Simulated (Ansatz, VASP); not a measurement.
Two plane-wave programs on Ti3Al

```xyz
4
Lattice="2.8640 1.6535 2.3384 -2.8640 1.6535 2.3384 0.0000 -3.3071 2.3384" Properties=species:S:1:pos:R:3 pbc="T T T"
Ti    0.0000   -1.6535    1.1692
Ti    1.4320    0.8268    1.1692
Ti   -1.4320    0.8268    1.1692
Al    0.0000    0.0000    3.5076
```

Alike in both runs: functional PBE; k mesh 6 × 6 × 6; occupations gaussian, width 0.1 eV; no spin polarisation.

Ansatz relaxed the structure, and its values are those at the end. VASP's run is a single point on that final structure, the one shown.

|  | VASP | Ansatz |
| --- | --- | --- |
| version | VASP 6.6.1 | Ansatz 0.2.0 |
| potentials or method | VASP PAW PBE potentials, release 64 (Ti_sv, Al), cutoff 520 eV | scalar-relativistic, plane waves, PAW |
| valence electrons in the cell | 39 | 39 |

|  | VASP | Ansatz | Ansatz less VASP |
| --- | --- | --- | --- |
| gap on the k mesh at the Fermi level (eV) | none | none | - |
| pressure (GPa) | -0.1 | 0.1 | +0.15 |

A gap of «none» marks a metal or a gap that the smearing closes.
